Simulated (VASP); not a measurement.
# SiC (P6_3/mmc) in VASP: notebook

SiC is run at these levels: PBE; tasks: relaxation of cell and atoms, single point.

All numbers are computed with VASP 6.6.1; they aren't measurements. Logs are shortened: lines on timing, memory, paths and dates and some standing lists are left out, and cuts for length are marked.

## 1. The cell of the first run

Symmetry: P6_3/mmc, No. 194, hexagonal system. The conventional cell has a = 2.789 Å, b = 2.789 Å, c = 4.595 Å, α = 90.00°, β = 90.00°, γ = 120.00°. Within 2.6 Å of Si (site symmetry -6m2) lie 6 C at 1.98 Å. C (site symmetry -3m) has 6 Si at 1.98 Å and 2 C at 2.30 Å within 2.6 Å.

## 2. Relaxation of cell and atoms, PBE

Contents of INCAR:

```
  ALGO = Normal
  EDIFF = 1E-6
  EDIFFG = -0.04
  ENCUT = 600
  GGA = PE
  IBRION = 2
  ISIF = 3
  ISMEAR = 0
  LASPH = True
  LCHARG = False
  LREAL = False
  LWAVE = False
  NELM = 100
  NSW = 90
  PREC = Accurate
  SIGMA = 0.1
```

Contents of KPOINTS:

```
k-points
0
Gamma
  9 9 4
```

Contents of POSCAR:

```
SiC
1.0
    2.7888458800      0.0000000000      0.0000000000
   -1.3944229400      2.4152113800      0.0000000000
    0.0000000000      0.0000000000      4.5948735500
Si C
2 2
Direct
    0.3333333300      0.6666666700      0.7500000000
    0.6666666700      0.3333333300      0.2500000000
    0.0000000000      0.0000000000      0.0000000000
    0.0000000000      0.0000000000      0.5000000000
```

Potentials or basis: VASP PAW PBE potentials, release 64 (Si, C).

The run is started by

```sh
$ cat potpaw_PBE.64/Si/POTCAR potpaw_PBE.64/C/POTCAR > POTCAR
$ mpirun -np 1 vasp_std > vasp.out
```

OUTCAR:

```text
EDIFF = 1E-6
   EDIFFG = -0.04
   ENCUT = 600
   GGA = PE
   IBRION = 2
   ISIF = 3
   ISMEAR = 0
   LASPH = True
   LREAL = False
   NELM = 100
   NSW = 90
   PREC = Accurate

 ion  position               nearest neighbor table
   1  0.333  0.667  0.750-   3 1.98   4 1.98   3 1.98   4 1.98   3 1.98   4 1.98   2 2.81   2 2.81
                             2 2.81   2 2.81   2 2.81   2 2.81
   2  0.667  0.333  0.250-   3 1.98   4 1.98   3 1.98   4 1.98   3 1.98   4 1.98   1 2.81   1 2.81
                             1 2.81   1 2.81   1 2.81   1 2.81
   3  0.000  0.000  0.000-   1 1.98   2 1.98   2 1.98   1 1.98   2 1.98   1 1.98
   4  0.000  0.000  0.500-   1 1.98   2 1.98   2 1.98   1 1.98   2 1.98   1 1.98

  LATTYP: Found a hexagonal cell.
 ALAT       =     2.7888458800
 C/A-ratio  =     1.6475896294

  Lattice vectors:

 A1 = (   2.7888458800,   0.0000000000,   0.0000000000)
 A2 = (  -1.3944229400,   2.4152113800,   0.0000000000)
 A3 = (   0.0000000000,   0.0000000000,   4.5948735500)

Analysis of symmetry for initial positions (statically):
=====================================================================
 Subroutine PRICEL returns:
 Original cell was already a primitive cell.

 Routine SETGRP: Setting up the symmetry group for a
 hexagonal supercell.

 Subroutine GETGRP returns: Found 24 space group operations
 (whereof 12 operations were pure point group operations)
 out of a pool of 24 trial point group operations.

The static configuration has the point symmetry D_3d.
 The point group associated with its full space group is D_6h.

Analysis of symmetry for dynamics (positions and initial velocities):
=====================================================================
 Subroutine PRICEL returns:
 Original cell was already a primitive cell.

 Routine SETGRP: Setting up the symmetry group for a
 hexagonal supercell.

 Subroutine GETGRP returns: Found 24 space group operations
 (whereof 12 operations were pure point group operations)
 out of a pool of 24 trial point group operations.

The dynamic configuration has the point symmetry D_3d.
 The point group associated with its full space group is D_6h.

 Subroutine INISYM returns: Found 24 space group operations
 (whereof 12 operations are pure point group operations),
 and found     1 'primitive' translations

----------------------------------------------------------------------------------------

                                     Primitive cell

  volume of cell :      30.9495

  direct lattice vectors                    reciprocal lattice vectors
     2.788845880  0.000000000  0.000000000     0.358571267  0.207021217  0.000000000
    -1.394422940  2.415211380  0.000000000     0.000000000  0.414042435  0.000000000
     0.000000000  0.000000000  4.594873550     0.000000000  0.000000000  0.217633845

  length of vectors
     2.788845880  2.788845881  4.594873550     0.414042435  0.414042435  0.217633845

  position of ions in fractional coordinates (direct lattice)
     0.333333330  0.666666670  0.750000000
     0.666666670  0.333333330  0.250000000
     0.000000000  0.000000000  0.000000000
     0.000000000  0.000000000  0.500000000

  ion indices of the primitive-cell ions
   primitive index   ion index
                 1           1
                 2           2
                 3           3
                 4           4

----------------------------------------------------------------------------------------

 KPOINTS: k-points

Automatic generation of k-mesh.
 Grid dimensions read from file:
 generate k-points for:    9    9    4

 Generating k-lattice:

  Cartesian coordinates                     Fractional coordinates (reciprocal lattice)
     0.039841252  0.023002357  0.000000000     0.111111111  0.000000000  0.000000000
     0.000000000  0.046004715  0.000000000     0.000000000  0.111111111  0.000000000
     0.000000000  0.000000000  0.054408461     0.000000000  0.000000000  0.250000000

  Length of vectors
     0.046004715  0.046004715  0.054408461

  Shift w.r.t. Gamma in fractional coordinates (k-lattice)
     0.000000000  0.000000000  0.000000000

 Subroutine IBZKPT returns following result:
 ===========================================

 Found     36 irreducible k-points:

 Following reciprocal coordinates:
            Coordinates               Weight
  0.000000  0.000000  0.000000      1.000000
  0.111111 -0.000000  0.000000      6.000000
  0.222222 -0.000000  0.000000      6.000000
  0.333333 -0.000000  0.000000      6.000000
  0.444444 -0.000000  0.000000      6.000000
  0.111111  0.111111  0.000000      6.000000
[... 16 lines left out ...]
  0.333333  0.222222  0.250000     24.000000
  0.333333  0.333333  0.250000      4.000000
 [... further k-points ...]
   k-points           NKPTS =     36   k-points in BZ     NKDIM =     36   number of bands    NBANDS=     12
   number of dos      NEDOS =    301   number of ions     NIONS =      4
   total plane-waves  NPLWV =  23040
   dimension x,y,z NGX =    24 NGY =   24 NGZ =   40
   dimension x,y,z NGXF=    48 NGYF=   48 NGZF=   80
   ions per type =               2   2
   NGX,Y,Z   is equivalent  to a cutoff of  14.31, 14.31, 14.47 a.u.
   NGXF,Y,Z  is equivalent  to a cutoff of  28.61, 28.61, 28.94 a.u.
 SYSTEM =  unknown system
   PREC   = accura    normal or accurate (medium, high low for compatibility)
   ISTART =      0    job   : 0-new  1-cont  2-samecut
   ICHARG =      2    charge: 1-file 2-atom 10-const
   ISPIN  =      1    spin polarized calculation?
   LNONCOLLINEAR =      F non collinear calculations
   LSORBIT =      F    spin-orbit coupling
   LASPH  =      T    aspherical Exc in radial PAW
   ENCUT  =  600.0 eV  44.10 Ry    6.64 a.u.   5.57  5.57  9.18*2*pi/ulx,y,z
   NELM   =    100;   NELMIN=  2; NELMDL= -5     # of ELM steps
   EDIFF  = 0.1E-05   stopping-criterion for ELM
   LREAL  =      F    real-space projection
   EDIFFG = -.4E-01   stopping-criterion for IOM
   NSW    =     90    number of steps for IOM
   IBRION =      2    ionic relax: 0-MD 1-quasi-New 2-CG
   NFREE  =      1    steps in history (QN), initial steepest desc. (CG)
   ISIF   =      3    stress and relaxation
   ISYM   =      2    0-nonsym 1-usesym 2-fastsym
   POTIM  = 0.5000    time-step for ionic-motion
   TEBEG  =    0.0;   TEEND  =   0.0 temperature during run
   PSTRESS=    0.0 pullay stress
   NELECT =      16.0000    total number of electrons
   NUPDOWN=      -1.0000    fix difference up-down
   EMIN   =  10.00;   EMAX   =-10.00  energy-range for DOS
   EFERMI =   0.00;   METHOD = LEGACY
   ISMEAR =     0;   SIGMA  =   0.10  broadening in eV -4-tet -1-fermi 0-gaus
   EFERMI_NEDOS =   21; number of points for ismear=-14 and -15
   IALGO  =     38    algorithm
   IMIX   =      4    mixing-type and parameters
     AMIX     =   0.40;   BMIX     =  1.00
     AMIX_MAG =   1.60;   BMIX_MAG =  1.00
  volume/ion in A,a.u.               =       7.74        52.21
  Fermi-wavevector in a.u.,A,eV,Ry     =   1.313904  2.482919 23.488345  1.726345
  Thomas-Fermi vector in A             =   2.444195
   LORBIT       =      0    0 simple, 1 ext, 2 COOP (PROOUT), +10 PAW based schemes
   GGA     = PE    functional components
   LHFCALC =     F    Hartree Fock is set to
   AEXX    =    0.0000 exact exchange contribution
   IVDW    =     0    specifies the selected vdW correction
   LEPSILON=     F    determine dielectric tensor
   LRPA    =     F    only Hartree local field effects (RPA)
 conjugate gradient relaxation of ions
 non-spin polarized calculation
 Gauss-broadening in eV      SIGMA  =   0.10
  energy-cutoff  :      600.00
  volume of cell :       30.95
 maximum number of plane-waves:      1052
 NGX is ok and might be reduce to    24
   NGX = 11   NGY = 11   NGZ = 19

--------------------------------------- Ionic step        1  -------------------------------------------

 number of electron      16.0000000 magnetization

 Free energy of the ion-electron system (eV)
  ---------------------------------------------------
  ext. energy  EPLUGINS =         0.00000000
  ---------------------------------------------------
  free energy    TOTEN  =       -24.08188172 eV

  energy without entropy =      -24.07085227  energy(sigma->0) =      -24.07636700

------------------------ aborting loop because EDIFF is reached ----------------------------------------

  FORCE on cell =-STRESS in cart. coord.  units (eV):
  Direction    XX          YY          ZZ          XY          YZ          ZX
  --------------------------------------------------------------------------------------
  -------------------------------------------------------------------------------------
  Total        5.9315982      5.9315982     15.9403236      0.0000000      0.0000000     -0.0000000
  in kB      307.0641289    307.0641291    825.1910147      0.0000000      0.0000000     -0.0000000
  external PRESSURE =     479.7730909 kB  Pullay stress =       0.0000000 kB
[... 23 lines left out ...]
  energy  without entropy=      -24.0708522725  energy(sigma->0) =      -24.07636700

--------------------------------------- Ionic step        2  -------------------------------------------

 number of electron      16.0000000 magnetization

 E-fermi :   8.8672     XC(G=0): -11.6485

 val. band max:        8.8583166739   @ k =   0.3333   0.3333   0.2500
 cond. band min:       8.9053955473   @ k =   0.1111   0.1111   0.2500
 fundamental gap:      0.0470788734
 Fermi energy:         8.8671760849

 k-point     1 :       0.0000    0.0000    0.0000
  band No.  band energies     occupation
      1      -6.9672      2.00000
      2      -3.2002      2.00000
      3      -1.8073      2.00000
      4       7.9112      2.00000
      5       8.5778      1.99996
      6       8.5778      1.99996
      7      10.2939      0.00000
      8      10.2939      0.00000
      9      11.0763      0.00000
     10      14.5741      0.00000
     11      14.5741      0.00000
     12      15.5297      0.00000
[... 456 lines left out ...]
  energy  without entropy=      -25.0120934635  energy(sigma->0) =      -25.01588488

--------------------------------------- Ionic step        5  -------------------------------------------

 number of electron      15.9999999 magnetization

 Free energy of the ion-electron system (eV)
  ---------------------------------------------------
  ext. energy  EPLUGINS =         0.00000000
  ---------------------------------------------------
  free energy    TOTEN  =       -25.03459104 eV

  energy without entropy =      -25.02615856  energy(sigma->0) =      -25.03037480

 E-fermi :  10.9934     XC(G=0): -12.3228

 val. band max:       10.9890549630   @ k =   0.3333   0.2222   0.2500
 cond. band min:      11.0329507153   @ k =   0.2222  -0.0000   0.0000
 fundamental gap:      0.0438957523
 Fermi energy:        10.9933865954

 k-point     1 :       0.0000    0.0000    0.0000
  band No.  band energies     occupation
      1      -6.4718      2.00000
      2      -2.0497      2.00000
      3      -0.6977      2.00000
      4      10.3168      2.00000
      5      10.3168      2.00000
      6      10.3609      2.00000
      7      12.4465      0.00000
      8      12.4465      0.00000
      9      15.1429      0.00000
     10      17.1631      0.00000
     11      17.1631      0.00000
     12      18.2572      0.00000
[... 376 lines left out ...]
  FREE ENERGIE OF THE ION-ELECTRON SYSTEM (eV)
  ---------------------------------------------------
  free  energy   TOTEN  =       -25.0345910438 eV

  energy  without entropy=      -25.0261585607  energy(sigma->0) =      -25.03037480

 reached required accuracy - stopping structural energy minimisation
```

It used 34 s of CPU time on 1 thread of Intel(R) Xeon(R) Platinum 8488C (Sapphire Rapids), on a shared host.

Results:

* Free energy: -25.0346 eV
* Relaxed volume: 9.06 Å³/atom
* Relaxed cell: a = 2.860 Å, b = 2.860 Å, c = 5.117 Å, α = 90.00°, β = 90.00°, γ = 120.00°
* Space group after relaxing (to 0.1 Å): P6_3/mmc (No. 194)
* Energy gained by relaxing: 238.2 meV/atom
* Ionic steps: 5
* Pressure after relaxing: 0.3 GPa
* Band gap on the k mesh: zero (bands 8 and 9 overlap by 3.27 eV)

The path:
| step | energy change (eV) | largest force (eV/Å) | pressure (GPa) | volume (Å³) |
| --- | --- | --- | --- | --- |
| 1 | 0.0000 | 0.0000 | 47.98 | 30.95 |
| 2 | -0.4431 | 0.0000 | -22.53 | 42.37 |
| 3 | -0.9379 | 0.0000 | -2.25 | 36.83 |
| 4 | -0.9378 | 0.0000 | -1.54 | 36.71 |
| 5 | -0.9527 | 0.0000 | 0.26 | 36.24 |

Final structure:
```
Si C
1.0
     2.85987    0.00000    0.00000
    -1.42993    2.47672    0.00000
     0.00000    0.00000    5.11690
Si C
2 2
Direct
  0.33333 0.66667 0.75000
  0.66667 0.33333 0.25000
  0.00000 0.00000 0.00000
  0.00000 0.00000 0.50000
```

Caveat: the volume moved by over 15 % at a fixed basis, so the end points are rough.

## 3. Single point, PBE

This run uses another cell than the first one, of 9.09 Å³/atom.

Contents of INCAR:

```
ALGO = Normal
EDIFF = 1E-7
ENCUT = 520
GGA = PE
ISIF = 2
ISMEAR = 0
LASPH = True
LCHARG = True
LELF = True
LREAL = False
LVHAR = True
LWAVE = False
NBANDS = 16
NELM = 60
PREC = Accurate
SIGMA = 0.1
```

Contents of KPOINTS:

```
k-points
0
Gamma
  18 18 10
```

Contents of POSCAR:

```
SiC
1.0
    2.8769592792      0.0000000000      0.0000000000
   -1.4384796396      2.4915198214      0.0000000000
    0.0000000000      0.0000000000      5.0748759842
Si C
2 2
Direct
    0.3333333333      0.6666666667      0.7500000000
    0.6666666667      0.3333333333      0.2500000000
    0.0000000000      0.0000000000      0.0000000000
    0.0000000000      0.0000000000      0.5000000000
```

Potentials or basis: VASP PAW PBE potentials, release 64 (Si, C).

The run is started by

```sh
$ cat potpaw_PBE.64/Si/POTCAR potpaw_PBE.64/C/POTCAR > POTCAR
$ mpirun -np 1 vasp_std > vasp.out
```

OUTCAR:

```text
EDIFF = 1E-7
   ENCUT = 520
   GGA = PE
   ISIF = 2
   ISMEAR = 0
   LASPH = True
   LREAL = False
   NELM = 60
   PREC = Accurate

 ion  position               nearest neighbor table
   1  0.333  0.667  0.750-   3 2.09   4 2.09   3 2.09   4 2.09   3 2.09   4 2.09   2 3.03   2 3.03
                             2 3.03   2 3.03   2 3.03   2 3.03
   2  0.667  0.333  0.250-   3 2.09   4 2.09   3 2.09   4 2.09   3 2.09   4 2.09   1 3.03   1 3.03
                             1 3.03   1 3.03   1 3.03   1 3.03
[... 663 lines left out ...]
  --------------------------------------------------------------------------------------
  -------------------------------------------------------------------------------------
  Total        0.0404002      0.0404002      0.0379642      0.0000000      0.0000000      0.0000000
  in kB        1.7793872      1.7793872      1.6720945      0.0000000      0.0000000      0.0000000
  external PRESSURE =       1.7436230 kB  Pullay stress =       0.0000000 kB

 VOLUME and BASIS-vectors are now :
 -----------------------------------------------------------------------------
  energy-cutoff  :      520.00
  volume of cell :       36.38
      direct lattice vectors                 reciprocal lattice vectors
     2.876959279  0.000000000  0.000000000     0.347589209  0.200680723  0.000000000
    -1.438479640  2.491519821  0.000000000     0.000000000  0.401361447  0.000000000
     0.000000000  0.000000000  5.074875984     0.000000000  0.000000000  0.197049150

 POSITION                                       TOTAL-FORCE (eV/Angst)
 -----------------------------------------------------------------------------------
     -0.00000      1.66101      3.80616         0.000000     -0.000000      0.000000
      1.43848      0.83051      1.26872        -0.000000      0.000000      0.000000
      0.00000      0.00000      0.00000        -0.000000     -0.000000      0.000000
      0.00000      0.00000      2.53744        -0.000000     -0.000000      0.000000
 -----------------------------------------------------------------------------------
    total drift:                               -0.000000      0.000000     -0.000000

  FREE ENERGIE OF THE ION-ELECTRON SYSTEM (eV)
  ---------------------------------------------------
  free  energy   TOTEN  =       -25.0543559358 eV

  energy  without entropy=      -25.0495600807  energy(sigma->0) =      -25.05195801
```

OSZICAR:

```text
N       E                     dE             d eps       ncg     rms          rms(c)
DAV:   1     0.206452512020E+02    0.20645E+02   -0.72535E+03  7104   0.920E+02
DAV:   2    -0.254243442132E+02   -0.46070E+02   -0.41897E+02  9736   0.144E+02
DAV:   3    -0.272478436370E+02   -0.18235E+01   -0.18065E+01  9672   0.257E+01
DAV:   4    -0.272582227587E+02   -0.10379E-01   -0.10376E-01  9016   0.230E+00
DAV:   5    -0.272583182279E+02   -0.95469E-04   -0.95457E-04  9728   0.197E-01    0.993E+00
DAV:   6    -0.250358288944E+02    0.22225E+01   -0.42678E+00  9392   0.126E+01    0.415E+00
DAV:   7    -0.250611035707E+02   -0.25275E-01   -0.42426E-01  8784   0.393E+00    0.189E+00
DAV:   8    -0.250550355296E+02    0.60680E-02   -0.11480E-02  9360   0.774E-01    0.513E-01
DAV:   9    -0.250543003364E+02    0.73519E-03   -0.14130E-03  9632   0.287E-01    0.101E-01
DAV:  10    -0.250543653857E+02   -0.65049E-04   -0.25024E-04  9672   0.968E-02    0.381E-02
DAV:  11    -0.250543564862E+02    0.88995E-05   -0.18913E-05  9032   0.268E-02    0.810E-03
DAV:  12    -0.250543560691E+02    0.41704E-06   -0.22409E-06  9832   0.944E-03    0.391E-03
DAV:  13    -0.250543559221E+02    0.14708E-06   -0.10356E-07  6656   0.217E-03    0.136E-03
DAV:  14    -0.250543559358E+02   -0.13742E-07   -0.23001E-08  5272   0.104E-03
   1 F= -.25054356E+02 E0= -.25051958E+02  d E =-.479586E-02
```

It used 90 s of CPU time on 1 thread of Intel(R) Xeon(R) Platinum 8488C (Sapphire Rapids), with other jobs on the host.

What came out:

```yaml
Free_energy: -25.0544 eV
Pressure: 0.2 GPa
Band_gap_on_the_k_mesh: zero (bands 8 and 9 overlap by 3.11 eV)
```

## 4. Single point, PBE

This run uses another cell than the first one, of 9.10 Å³/atom.

Contents of INCAR:

```
ALGO = Normal
EDIFF = 1E-7
ENCUT = 520
GGA = PE
ISIF = 2
ISMEAR = -1
LASPH = T
LCHARG = T
LELF = T
LREAL = F
LVHAR = T
LWAVE = F
NBANDS = 16
NELM = 60
PREC = Accurate
SIGMA = 0.1
```

KPOINTS is that of step 3.

Contents of POSCAR:

```
SiC
1.0
    2.8755746383      0.0000000000      0.0000000000
   -1.4377873192      2.4903206873      0.0000000000
    0.0000000000      0.0000000000      5.0822755909
Si C
2 2
Direct
    0.3333333333      0.6666666667      0.7500000000
    0.6666666667      0.3333333333      0.2500000000
    0.0000000000      0.0000000000      0.0000000000
    0.0000000000      0.0000000000      0.5000000000
```

The run is started by

```sh
$ cat potpaw_PBE.64/Si/POTCAR potpaw_PBE.64/C/POTCAR > POTCAR
$ mpirun -np 1 vasp_std > vasp.out
```

It used 81 s of CPU time on 1 thread of Intel(R) Xeon(R) Platinum 8488C (Sapphire Rapids), on a shared host.

It converged, with:

- Free energy: -25.0692 eV
- Pressure: 0.1 GPa
- Band gap on the k mesh: zero (bands 8 and 9 overlap by 3.13 eV)

Stress tensor (GPa, compression positive):
```
 0.27  0.00  0.00
 0.00  0.27  0.00
 0.00  0.00 -0.31
```

Levels at points of the mesh, in eV from the Fermi level:
```csv
k point,band 4,band 5,band 6,band 7,band 8,band 9,band 10,band 11,band 12,band 13
"(0.00, 0.00, 0.00)",-1.01,-1.01,-0.61,1.17,1.17,4.00,5.78,5.78,7.09,7.61
"(0.50, 0.00, 0.00)",-7.99,-6.93,-3.89,-3.51,-0.76,1.33,1.55,4.84,5.22,6.28
"(0.00, 0.00, 0.50)",-6.33,-0.12,-0.12,-0.12,-0.12,5.67,5.67,7.18,7.18,7.18
"(0.50, 0.00, 0.50)",-9.65,-3.22,-3.22,-2.48,-2.48,1.04,1.04,2.98,2.98,8.57
```

(Part 1 of 2 ends here.)
